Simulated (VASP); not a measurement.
Crystal: NbIn2S3.

```
Nb In S
1.0
     6.55729    0.00000    0.00000
    -3.27864    5.67878    0.00000
     0.00000    0.00000    3.58308
Nb In S
1 2 3
Direct
  0.00000 0.00000 0.00000
  0.66667 0.33333 0.00000
  0.33333 0.66667 0.00000
  0.00000 0.50000 0.50000
  0.50000 0.00000 0.50000
  0.50000 0.50000 0.50000
```

* Program: VASP 6.6.1
* Task: relaxation of cell and atoms
* Functional: PBE
* Potentials or basis: VASP PAW PBE potentials, release 64 (Nb_sv, In_d, S)
* Cutoff: 600 eV
* k mesh: 3 × 3 × 6
* Occupations: gaussian, width 0.1 eV
* Spin: collinear spin, ferrimagnetic start
* Starting moments: [3.23, 0.0, 0.0, -0.01, -0.01, -0.01] μB

At the start: pressure 5.0 GPa; volume 22.24 Å³/atom.

Q: Where does the relaxation end?

A: Over 4 steps the energy falls by 58.9 meV/atom and the volume is 24.35 Å³/atom (+9.5 %); space group P6/mmm (No. 191, to 0.05 Å); moment 3.63 μB per cell.

Step by step:
| step | energy change (eV) | largest force (eV/Å) | pressure (GPa) | volume (Å³) |
| --- | --- | --- | --- | --- |
| 1 | 0.0000 | 0.0000 | 5.04 | 133.42 |
| 2 | -0.3093 | 0.0000 | -0.95 | 147.27 |
| 3 | -0.3097 | 0.0000 | -1.16 | 147.93 |
| 4 | -0.3536 | 0.0000 | -0.15 | 146.07 |

Final structure:
```cif
data_structure
_symmetry_space_group_name_H-M 'P 1'
_symmetry_Int_Tables_number 1
_cell_length_a 6.9497
_cell_length_b 6.9497
_cell_length_c 3.4922
_cell_angle_alpha 90.000
_cell_angle_beta 90.000
_cell_angle_gamma 120.000
_cell_volume 146.07
loop_
_atom_site_label
_atom_site_type_symbol
_atom_site_fract_x
_atom_site_fract_y
_atom_site_fract_z
_atom_site_occupancy
Nb1 Nb 0.00000 0.00000 0.00000 1
In1 In 0.66667 0.33333 0.00000 1
In2 In 0.33333 0.66667 0.00000 1
S1 S 0.00000 0.50000 0.50000 1
S2 S 0.50000 0.00000 0.50000 1
S3 S 0.50000 0.50000 0.50000 1
```

Caveat: the k points lie up to 0.35 Å⁻¹ apart in the final cell.
